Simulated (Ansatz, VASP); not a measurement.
One calculation of CaIrC4N4, two programs

```
Ca Ir C N
1.0
     6.34071    0.00000    0.00000
     0.00000    6.34071    0.00000
     0.00000    0.00000    6.34071
Ca Ir C N
1 1 4 4
Cartesian
  3.1704 3.1704 3.1704
  0.0000 0.0000 0.0000
  1.1371 1.1371 1.1371
  1.1371 5.2036 5.2036
  5.2036 1.1371 5.2036
  5.2036 5.2036 1.1371
  1.8170 1.8170 1.8170
  1.8170 4.5237 4.5237
  4.5237 1.8170 4.5237
  4.5237 4.5237 1.8170
```

Alike in both runs: functional PBE; k mesh 4 × 4 × 4; occupations gaussian, width 0.02 eV; collinear spin.

Ansatz relaxed the structure, and its values are those at the end. VASP's run is a single point on that final structure, the one shown.

|  | VASP | Ansatz |
| --- | --- | --- |
| version | VASP 6.6.1 | Ansatz 0.2.0 |
| potentials or method | VASP PAW PBE potentials, release 64 (Ca_sv, Ir, C, N), cutoff 520 eV | scalar-relativistic, plane waves, PAW |
| valence electrons in the cell | 55 | 63 |

VASP gave:

- gap on the k mesh at the Fermi level (eV): 0.72
- least direct gap on the mesh (eV): 0.75
- pressure (GPa): 0.4
- rms of the force components (eV/Å): 0.144
- net moment per atom (μB): 0.30
- size of the moment on the site where the two differ most (μB): 1.44

Problem. Which values does Ansatz return?

Solution. gap on the k mesh at the Fermi level (eV): 0.72; least direct gap on the mesh (eV): 0.75; pressure (GPa): 0.0; rms of the force components (eV/Å): 0.004; net moment per atom (μB): 0.30; size of the moment on the site where the two differ most (μB): 0.80.

Site moments also hang on the region over which each program counts them. VASP's potentials hold 55 valence electrons a cell and Ansatz's 63, so a difference there can come from the potentials and not from the codes.

Neither program's run includes spin-orbit coupling. Noted on VASP's run: the standard files for N, O and F lose accuracy on very short bonds.
